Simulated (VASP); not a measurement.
Wanted: the native input for a VASP 6.6.1 run.

```
Task                   : single point
Functional             : PBE
Potentials or basis    : VASP PAW PBE potentials, release 64 (S, Mg)
Cutoff                 : 520 eV
k mesh                 : 9 × 9 × 9
Occupations            : gaussian, width 0.025 eV
Spin                   : no spin polarisation
Dipole correction      : no
Further INCAR settings : ALGO = Normal; EDIFF = 1e-06; NBANDS = 11
```

The structure of MgS (Niningerite) lies in POSCAR:

```
MgS
1.0
    0.0000000000      2.6016500000      2.6016500000
    2.6016500000      0.0000000000      2.6016500000
    2.6016500000      2.6016500000      0.0000000000
S Mg
1 1
Direct
    0.5000000000      0.5000000000      0.5000000000
    0.0000000000      0.0000000000      0.0000000000
```

One way to write it, as run:

INCAR

```
SYSTEM = MgS
PREC = Accurate
ENCUT = 520
EDIFF = 1E-6
ISMEAR = 0
SIGMA = 0.025
LREAL = .False.
LASPH = .True.
NELM = 60
ALGO = Normal
ISIF = 2
LWAVE = .False.
LCHARG = .False.
GGA = PE
NBANDS = 11
```

KPOINTS

```
Automatic mesh
0
Gamma
  9 9 9
  0 0 0
```

Potentials or basis: VASP PAW PBE potentials, release 64 (S, Mg).

The run is started by

```sh
$ cat potpaw_PBE.64/S/POTCAR potpaw_PBE.64/Mg/POTCAR > POTCAR
$ mpirun -np 1 vasp_std > vasp.out
```

Results of the run:

```
Pressure               : 0.9 GPa
Band gap on the k mesh : 2.91 eV, indirect (least direct gap 3.71 eV)
```

It took 18 s on 1 thread of AMD EPYC 7R13, on a shared host, peak memory 0.13 GiB.
